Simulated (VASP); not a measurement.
In: single point with revPBE

Crystal: In.

```
CELL_PARAMETERS angstrom
1.66964 0.96397 8.20746
-1.66964 0.96397 8.20746
0.00000 -1.92793 8.20746
ATOMIC_POSITIONS crystal
In 0.00000 0.00000 0.00000
In 0.77801 0.77801 0.77801
In 0.22199 0.22199 0.22199
```

```yaml
Program: VASP 6.6.1
Task: single point
Functional: revPBE
Potentials_or_basis: VASP PAW PBE potentials, release 64 (In_d)
Cutoff: 500 eV
k_mesh: 3 × 3 × 3, shifted
Occupations: gaussian, width 0.1 eV
Spin: no spin polarisation
```

| Item | Value |
| --- | --- |
| Pressure | 2.6 GPa |
| Largest force | 0.088 eV/Å |
| Band gap on the k mesh | zero (an odd number of electrons rules out a gap without spin polarisation) |

Forces in eV/Å, atoms in the order of the input:
```
In   0.000  0.000  0.000
In   0.000  0.000 -0.088
In   0.000  0.000  0.088
```

Stress tensor (GPa, compression positive):
```
2.28 0.00 0.00
0.00 2.28 0.00
0.00 0.00 3.18
```

Levels at points of the mesh, in eV from the Fermi level:
```
           k point  band 16  band 17  band 18  band 19  band 20  band 21  band 22  band 23  band 24  band 25
(0.00, 0.00, 0.50)    -5.04    -4.45    -3.26    -3.03    -1.43    -1.32     3.00     3.79     4.45     4.49
(0.00, 0.50, 0.00)    -5.04    -4.45    -3.26    -3.03    -1.43    -1.32     3.00     3.79     4.45     4.49
(0.50, 0.00, 0.00)    -5.04    -4.45    -3.26    -3.03    -1.43    -1.32     3.00     3.79     4.45     4.49
```

It took 6.7 min on 1 thread of AMD EPYC 9R45 (Zen 5), with other jobs on the host, peak memory 0.49 GiB.

Caveat: the k points lie up to 0.73 Å⁻¹ apart, too coarse for converged energies and pressures of a metal; the PAW data sets were made with another functional, which shifts forces and pressure a little; spin-orbit coupling is left out, which moves the levels of the heavy elements.
